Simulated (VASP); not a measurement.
# ReRhO (P4/mmm) in VASP: further runs

ReRhO is run at these levels: RPBE, PBE; tasks: single point, relaxation of cell and atoms.

Program: VASP 6.6.1. These are calculated values, not measurements. Logs are shortened: lines on timing, memory, paths and dates and some standing lists are left out, and cuts for length are marked.

### Step 1. The cell of the first run

The structure is tetragonal, space group P4/mmm (No. 123). Conventional cell: a = 3.576 Å, b = 3.576 Å, c = 3.750 Å, α = 90.00°, β = 90.00°, γ = 90.00°. Within 2.6 Å of Re (site symmetry 4/mmm) lie 2 O at 1.87 Å and 4 Rh at 2.53 Å. Within 3.3 Å of Rh (site symmetry 4/mmm) lie 4 Re at 2.53 Å and 8 O at 3.15 Å. Within 2.5 Å of O (site symmetry 4/mmm) lie 2 Re at 1.87 Å.

### Step 2. Single point, RPBE

INCAR reads:

```
SYSTEM = ReRhO
ALGO = Normal
EDIFF = 1E-6
ENCUT = 520
GGA = RP
ISIF = 2
ISMEAR = 0
LASPH = .True.
LCHARG = .False.
LREAL = .False.
LWAVE = .False.
NBANDS = 21
NELM = 100
PREC = Accurate
SIGMA = 0.1
```

KPOINTS reads:

```
k-points
0
Gamma
  14 14 12
  0 0 0
```

POSCAR reads:

```
ReRhO
1.0
    3.5757245841      0.0000000000      0.0000000000
    0.0000000000      3.5757245841      0.0000000000
    0.0000000000      0.0000000000      3.7499210336
Re Rh O
1 1 1
Direct
    0.5000000000      0.5000000000      0.0000000000
    0.0000000000      0.0000000000      0.0000000000
    0.5000000000      0.5000000000      0.5000000000
```

Potentials or basis: VASP PAW PBE potentials, release 64 (Re, Rh_pv, O).

Command:

```bash
> cat potpaw_PBE.64/Re/POTCAR potpaw_PBE.64/Rh_pv/POTCAR potpaw_PBE.64/O/POTCAR > POTCAR
> mpirun -np 1 vasp_std > vasp.out
```

OUTCAR:

```text
SYSTEM = ReRhO
   EDIFF = 1E-6
   ENCUT = 520
   GGA = RP
   ISIF = 2
   ISMEAR = 0
   LASPH = .True.
   LREAL = .False.
   NELM = 100
   PREC = Accurate

 ion  position               nearest neighbor table
   1  0.500  0.500  0.000-   3 1.87   3 1.87   2 2.53   2 2.53   2 2.53   2 2.53
   2  0.000  0.000  0.000-   1 2.53   1 2.53   1 2.53   1 2.53
   3  0.500  0.500  0.500-   1 1.87   1 1.87

  LATTYP: Found a simple tetragonal cell.
 ALAT       =     3.5757245841
 C/A-ratio  =     1.0487164057

  Lattice vectors:

 A1 = (   3.5757245841,   0.0000000000,   0.0000000000)
 A2 = (   0.0000000000,   3.5757245841,   0.0000000000)
 A3 = (   0.0000000000,   0.0000000000,   3.7499210336)

Analysis of symmetry for initial positions (statically):
=====================================================================
 Subroutine PRICEL returns:
 Original cell was already a primitive cell.

 Routine SETGRP: Setting up the symmetry group for a
 simple tetragonal supercell.

 Subroutine GETGRP returns: Found 16 space group operations
 (whereof 16 operations were pure point group operations)
 out of a pool of 16 trial point group operations.

The static configuration has the point symmetry D_4h.

Analysis of symmetry for dynamics (positions and initial velocities):
=====================================================================
 Subroutine PRICEL returns:
 Original cell was already a primitive cell.

 Routine SETGRP: Setting up the symmetry group for a
 simple tetragonal supercell.

 Subroutine GETGRP returns: Found 16 space group operations
 (whereof 16 operations were pure point group operations)
 out of a pool of 16 trial point group operations.

The dynamic configuration has the point symmetry D_4h.

 Subroutine INISYM returns: Found 16 space group operations
 (whereof 16 operations are pure point group operations),
 and found     1 'primitive' translations

----------------------------------------------------------------------------------------

                                     Primitive cell

  volume of cell :      47.9458

  direct lattice vectors                    reciprocal lattice vectors
     3.575724584  0.000000000  0.000000000     0.279663597  0.000000000  0.000000000
     0.000000000  3.575724584  0.000000000     0.000000000  0.279663597  0.000000000
     0.000000000  0.000000000  3.749921034     0.000000000  0.000000000  0.266672282

  length of vectors
     3.575724584  3.575724584  3.749921034     0.279663597  0.279663597  0.266672282

  position of ions in fractional coordinates (direct lattice)
     0.500000000  0.500000000  0.000000000
     0.000000000  0.000000000  0.000000000
     0.500000000  0.500000000  0.500000000

  ion indices of the primitive-cell ions
   primitive index   ion index
                 1           1
                 2           2
                 3           3

----------------------------------------------------------------------------------------

 KPOINTS: k-points

Automatic generation of k-mesh.
 Grid dimensions read from file:
 generate k-points for:   14   14   12

 Generating k-lattice:

  Cartesian coordinates                     Fractional coordinates (reciprocal lattice)
     0.019975971  0.000000000  0.000000000     0.071428571  0.000000000  0.000000000
     0.000000000  0.019975971  0.000000000     0.000000000  0.071428571  0.000000000
     0.000000000  0.000000000  0.022222690     0.000000000  0.000000000  0.083333333

  Length of vectors
     0.019975971  0.019975971  0.022222690

  Shift w.r.t. Gamma in fractional coordinates (k-lattice)
     0.000000000  0.000000000  0.000000000

 Subroutine IBZKPT returns following result:
 ===========================================

 Found    252 irreducible k-points:

 Following reciprocal coordinates:
            Coordinates               Weight
  0.000000  0.000000  0.000000      1.000000
  0.071429  0.000000  0.000000      4.000000
  0.142857  0.000000  0.000000      4.000000
  0.214286  0.000000  0.000000      4.000000
  0.285714  0.000000  0.000000      4.000000
  0.357143  0.000000  0.000000      4.000000
[... 16 lines left out ...]
  0.285714  0.214286  0.000000      8.000000
  0.357143  0.214286  0.000000      8.000000
 [... further k-points ...]
   k-points           NKPTS =    252   k-points in BZ     NKDIM =    252   number of bands    NBANDS=     21
   number of dos      NEDOS =    301   number of ions     NIONS =      3
   total plane-waves  NPLWV =  21952
   dimension x,y,z NGX =    28 NGY =   28 NGZ =   28
   dimension x,y,z NGXF=    56 NGYF=   56 NGZF=   56
   ions per type =               1   1   1
   NGX,Y,Z   is equivalent  to a cutoff of  13.02, 13.02, 12.41 a.u.
   NGXF,Y,Z  is equivalent  to a cutoff of  26.04, 26.04, 24.83 a.u.
 SYSTEM =  ReRhO
   PREC   = accura    normal or accurate (medium, high low for compatibility)
   ISTART =      0    job   : 0-new  1-cont  2-samecut
   ICHARG =      2    charge: 1-file 2-atom 10-const
   ISPIN  =      1    spin polarized calculation?
   LNONCOLLINEAR =      F non collinear calculations
   LSORBIT =      F    spin-orbit coupling
   LASPH  =      T    aspherical Exc in radial PAW
   ENCUT  =  520.0 eV  38.22 Ry    6.18 a.u.   6.65  6.65  6.97*2*pi/ulx,y,z
   NELM   =    100;   NELMIN=  2; NELMDL= -5     # of ELM steps
   EDIFF  = 0.1E-05   stopping-criterion for ELM
   LREAL  =      F    real-space projection
   EDIFFG = 0.1E-04   stopping-criterion for IOM
   NSW    =      0    number of steps for IOM
   IBRION =     -1    ionic relax: 0-MD 1-quasi-New 2-CG
   NFREE  =      0    steps in history (QN), initial steepest desc. (CG)
   ISIF   =      2    stress and relaxation
   ISYM   =      2    0-nonsym 1-usesym 2-fastsym
   POTIM  = 0.5000    time-step for ionic-motion
   TEBEG  =    0.0;   TEEND  =   0.0 temperature during run
   PSTRESS=    0.0 pullay stress
   NELECT =      28.0000    total number of electrons
   NUPDOWN=      -1.0000    fix difference up-down
   EMIN   =  10.00;   EMAX   =-10.00  energy-range for DOS
   EFERMI =   0.00;   METHOD = LEGACY
   ISMEAR =     0;   SIGMA  =   0.10  broadening in eV -4-tet -1-fermi 0-gaus
   EFERMI_NEDOS =   21; number of points for ismear=-14 and -15
   IALGO  =     38    algorithm
   IMIX   =      4    mixing-type and parameters
     AMIX     =   0.40;   BMIX     =  1.00
     AMIX_MAG =   1.60;   BMIX_MAG =  1.00
  volume/ion in A,a.u.               =      15.98       107.85
  Fermi-wavevector in a.u.,A,eV,Ry     =   1.368393  2.585887 25.476891  1.872499
  Thomas-Fermi vector in A             =   2.494361
   LORBIT       =      0    0 simple, 1 ext, 2 COOP (PROOUT), +10 PAW based schemes
   GGA     = RP    functional components
   LHFCALC =     F    Hartree Fock is set to
   AEXX    =    0.0000 exact exchange contribution
   IVDW    =     0    specifies the selected vdW correction
   LEPSILON=     F    determine dielectric tensor
   LRPA    =     F    only Hartree local field effects (RPA)
 non-spin polarized calculation
 Gauss-broadening in eV      SIGMA  =   0.10
  energy-cutoff  :      520.00
  volume of cell :       47.95
 maximum number of plane-waves:      1308
 NGX is ok and might be reduce to    28
   NGX = 13   NGY = 13   NGZ = 13

 number of electron      28.0000004 magnetization

 Free energy of the ion-electron system (eV)
  ---------------------------------------------------
  ext. energy  EPLUGINS =         0.00000000
  ---------------------------------------------------
  free energy    TOTEN  =       -22.81293264 eV

  energy without entropy =      -22.80145584  energy(sigma->0) =      -22.80719424

 E-fermi :   5.7122     XC(G=0): -11.2607

 val. band max:        5.7079925403   @ k =   0.0714   0.0714   0.5000
 cond. band min:       5.7166726021   @ k =   0.5000   0.0000   0.0000
 fundamental gap:      0.0086800618
 Fermi energy:         5.7122477658

 k-point     1 :       0.0000    0.0000    0.0000
  band No.  band energies     occupation
      1     -40.6302      2.00000
      2     -40.6302      2.00000
      3     -39.9207      2.00000
      4     -14.8530      2.00000
      5      -0.7875      2.00000
      6      -0.0421      2.00000
[... 13 lines left out ...]
     20      14.4733      0.00000
     21      14.4733      0.00000

 k-point     2 :       0.0714    0.0000    0.0000
  band No.  band energies     occupation
      1     -40.6316      2.00000
      2     -40.6308      2.00000
      3     -39.9207      2.00000
      4     -14.8498      2.00000
      5      -0.7120      2.00000
      6       0.0183      2.00000
[... 13 lines left out ...]
     20      14.0104      0.00000
     21      14.8097      0.00000

 k-point     3 :       0.1429    0.0000    0.0000
  band No.  band energies     occupation
      1     -40.6357      2.00000
      2     -40.6327      2.00000
      3     -39.9207      2.00000
      4     -14.8408      2.00000
      5      -0.4998      2.00000
      6       0.1893      2.00000
[... 13 lines left out ...]
     20      13.4926      0.00000
     21      15.5953      0.00000

 k-point     4 :       0.2143    0.0000    0.0000
  band No.  band energies     occupation
      1     -40.6415      2.00000
      2     -40.6354      2.00000
      3     -39.9206      2.00000
      4     -14.8275      2.00000
      5      -0.2102      2.00000
      6       0.4479      2.00000
[... 13 lines left out ...]
     20      14.2612      0.00000
     21      16.5104      0.00000

 k-point     5 :       0.2857    0.0000    0.0000
  band No.  band energies     occupation
      1     -40.6480      2.00000
      2     -40.6384      2.00000
      3     -39.9205      2.00000
      4     -14.8129      2.00000
      5       0.0176      2.00000
      6       0.8097      2.00000
[... 13 lines left out ...]
     20      15.1963      0.00000
     21      16.9875      0.00000
[... 382 lines left out ...]
     20      16.4642      0.00000
     21      17.2761      0.00000

 k-point    22 :       0.2143    0.2143    0.0000
  band No.  band energies     occupation
      1     -40.6494      2.00000
      2     -40.6342      2.00000
      3     -39.9203      2.00000
      4     -14.8040      2.00000
      5       0.0032      2.00000
      6       0.7323      2.00000
[... 13 lines left out ...]
     20      14.2741      0.00000
     21      15.1310      0.00000

 k-point    23 :       0.2857    0.2143    0.0000
  band No.  band energies     occupation
      1     -40.6515      2.00000
      2     -40.6359      2.00000
      3     -39.9201      2.00000
      4     -14.7904      2.00000
      5       0.1656      2.00000
      6       0.8238      2.00000
[... 13 lines left out ...]
     20      14.5256      0.00000
     21      15.7748      0.00000

 k-point    24 :       0.3571    0.2143    0.0000
  band No.  band energies     occupation
      1     -40.6523      2.00000
      2     -40.6385      2.00000
      3     -39.9199      2.00000
      4     -14.7782      2.00000
      5       0.2812      2.00000
      6       0.9447      2.00000
[... 13 lines left out ...]
     20      14.9673      0.00000
     21      16.5357      0.00000

 [... further k-points ...]
[... 5 lines left out ...]
  --------------------------------------------------------------------------------------
  -------------------------------------------------------------------------------------
  Total        0.9791401      0.9791401      2.5888800      0.0000000      0.0000000      0.0000000
  in kB       32.7193887     32.7193887     86.5111854      0.0000000      0.0000000      0.0000000
  external PRESSURE =      50.6499876 kB  Pullay stress =       0.0000000 kB

 VOLUME and BASIS-vectors are now :
 -----------------------------------------------------------------------------
  energy-cutoff  :      520.00
  volume of cell :       47.95
      direct lattice vectors                 reciprocal lattice vectors
     3.575724584  0.000000000  0.000000000     0.279663597  0.000000000  0.000000000
     0.000000000  3.575724584  0.000000000     0.000000000  0.279663597  0.000000000
     0.000000000  0.000000000  3.749921034     0.000000000  0.000000000  0.266672282

 POSITION                                       TOTAL-FORCE (eV/Angst)
 -----------------------------------------------------------------------------------
      1.78786      1.78786      0.00000         0.000000      0.000000      0.000000
      0.00000      0.00000      0.00000         0.000000      0.000000      0.000000
      1.78786      1.78786      1.87496         0.000000      0.000000      0.000000
 -----------------------------------------------------------------------------------
    total drift:                               -0.000000      0.000000     -0.000000

  FREE ENERGIE OF THE ION-ELECTRON SYSTEM (eV)
  ---------------------------------------------------
  free  energy   TOTEN  =       -22.8129326431 eV

  energy  without entropy=      -22.8014558427  energy(sigma->0) =      -22.80719424
```

It used 120 s of CPU time on 1 thread of Intel(R) Xeon(R) 6975P-C (Granite Rapids) (shared host).

What came out:

```yaml
Free_energy: -22.8129 eV
Pressure: 5.1 GPa
Band_gap_on_the_k_mesh: zero (bands 14 and 15 overlap by 3.27 eV)
```

Caveat: the stress differs along the axes, from 3 to 9 GPa; the PAW data sets were made with another functional, which shifts forces and pressure a little; spin-orbit coupling is left out, which moves the levels of the heavy elements.

### Step 3. Relaxation of cell and atoms, PBE, collinear spin, ferromagnetic start

This run uses another cell than the first one, of 11.74 Å³/atom.

INCAR reads:

```
SYSTEM = ReRhO
PREC = Accurate
ENCUT = 600
EDIFF = 1E-6
ISMEAR = 0
SIGMA = 0.1
LREAL = .False.
LASPH = .True.
NELM = 150
ALGO = Normal
ISIF = 3
LWAVE = .False.
LCHARG = .False.
ISPIN = 2
MAGMOM = 1 1 0
LORBIT = 11
LMAXMIX = 4
GGA = PE
IBRION = 2
NSW = 90
EDIFFG = -0.04
```

KPOINTS reads:

```
regular mesh
0
Gamma
  6 6 4
  0 0 0
```

POSCAR reads:

```
ReRhO
1.0
    2.9268192700      0.0000000000      0.0000000000
    0.0000000000      2.9268192700      0.0000000000
    0.0000000000      0.0000000000      4.1113016600
Re Rh O
1 1 1
Direct
    0.5000000000      0.5000000000      0.0000000000
    0.0000000000      0.0000000000      0.0000000000
    0.5000000000      0.5000000000      0.5000000000
```

Potentials or basis: VASP PAW PBE potentials, release 64 (Re, Rh_pv, O).

Command:

```bash
> cat potpaw_PBE.64/Re/POTCAR potpaw_PBE.64/Rh_pv/POTCAR potpaw_PBE.64/O/POTCAR > POTCAR
> mpirun -np 1 vasp_std > vasp.out
```

It took 10 min on 1 thread of Intel Xeon 6975P-C (Granite Rapids), shared host; peak memory 0.21 GiB.

The run converged. Its results:

```
Free energy                                           : -24.3002 eV
Relaxed volume                                        : 16.00 Å³/atom
Relaxed cell                                          : a = 3.572 Å, b = 3.572 Å, c = 3.762 Å, α = 90.00°, β = 90.00°, γ = 90.00°
Space group after relaxing (to 0.1 Å)                 : P4/mmm (No. 123)
Pressure after relaxing                               : 0.1 GPa
Band gap on the k mesh                                : zero (filled and empty bands overlap)
Net moment                                            : 0.00 μB per cell
Valence electrons inside the program's atomic spheres : Re 6.03; Rh 13.87; O 5.02
```

Stress tensor (GPa, compression positive):
```
0.02 0.00 0.00
0.00 0.02 0.00
0.00 0.00 0.13
```

Final structure:
```xyz
3
Lattice="3.5722 0.0000 0.0000 0.0000 3.5722 0.0000 0.0000 0.0000 3.7619" Properties=species:S:1:pos:R:3 pbc="T T T"
Re    1.7861    1.7861    0.0000
Rh    0.0000    0.0000    0.0000
O     1.7861    1.7861    1.8810
```

Levels at points of the mesh, in eV from the Fermi level:
Spin up:
```csv
k point,band 10,band 11,band 12,band 13,band 14,band 15,band 16,band 17,band 18,band 19
"(0.00, 0.00, 0.00)",-4.20,-2.68,-2.68,-1.86,0.44,0.44,1.84,4.04,4.20,6.94
"(0.50, 0.00, 0.00)",-2.28,-2.09,-1.79,-1.67,-1.54,-1.39,-1.18,-0.08,0.83,4.87
"(0.50, 0.50, 0.00)",-3.68,-3.68,-1.53,-1.44,-0.01,0.83,0.83,2.82,2.82,3.53
"(0.00, 0.00, 0.50)",-5.30,-1.30,-1.30,-0.05,1.56,1.87,2.39,2.39,4.06,8.56
"(0.50, 0.00, 0.50)",-2.59,-2.30,-1.69,-1.64,-1.21,0.20,1.32,1.68,2.05,5.59
"(0.50, 0.50, 0.50)",-1.52,-1.37,-1.37,0.02,0.18,2.24,2.24,2.44,2.44,4.56
```
Spin down:
| k point | band 12 | band 13 | band 14 | band 15 | band 16 | band 17 |
| --- | --- | --- | --- | --- | --- | --- |
| (0.00, 0.00, 0.00) | -2.68 | -1.86 | 0.44 | 0.44 | 1.84 | 4.04 |
| (0.50, 0.00, 0.00) | -1.79 | -1.67 | -1.54 | -1.39 | -1.18 | -0.08 |
| (0.50, 0.50, 0.00) | -1.53 | -1.44 | -0.01 | 0.83 | 0.83 | 2.82 |
| (0.00, 0.00, 0.50) | -1.30 | -0.05 | 1.56 | 1.87 | 2.39 | 2.39 |
| (0.50, 0.00, 0.50) | -1.69 | -1.64 | -1.21 | 0.20 | 1.32 | 1.68 |
| (0.50, 0.50, 0.50) | -1.37 | 0.02 | 0.18 | 2.24 | 2.24 | 2.44 |

Caveat: the k points lie up to 0.42 Å⁻¹ apart in the final cell, too coarse for converged energies and pressures of a metal; the volume moved by over 15 % at a fixed basis, so the end points are rough; spin-orbit coupling is left out, which moves the levels of the heavy elements.
